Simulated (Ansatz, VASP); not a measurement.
# PbSe: VASP beside Ansatz

```
Pb Se
1.0
     0.00000    3.50331    3.34685
     3.50331    0.00000    3.34685
     3.50331    3.50331    0.00000
Pb Se
1 1
Direct
  0.00000 0.00000 0.00000
  0.25000 0.25000 0.25000
```

Change from the starting cell: z stretched by -3 % at fixed volume.

Alike in both runs: task single point; functional PBE; k mesh 11 × 11 × 11; occupations fermi-dirac, width 0.08 eV; no spin polarisation.

|  | VASP | Ansatz |
| --- | --- | --- |
| version | VASP 6.6.1 | Ansatz 0.2.0 |
| potentials or method | VASP PAW PBE potentials, release 64 (Pb_d, Se), cutoff 520 eV | all-electron LAPW, scalar-relativistic |

|  | VASP | Ansatz | Ansatz less VASP |
| --- | --- | --- | --- |
| pressure (GPa) | -0.1 | -0.1 | +0.02 |
| traceless stress, the component that is largest in VASP (GPa) | 0.11 | 0.11 | -0.001 |

Ansatz ran all-electron here, and VASP with PAW potentials.

Neither program's run includes spin-orbit coupling.
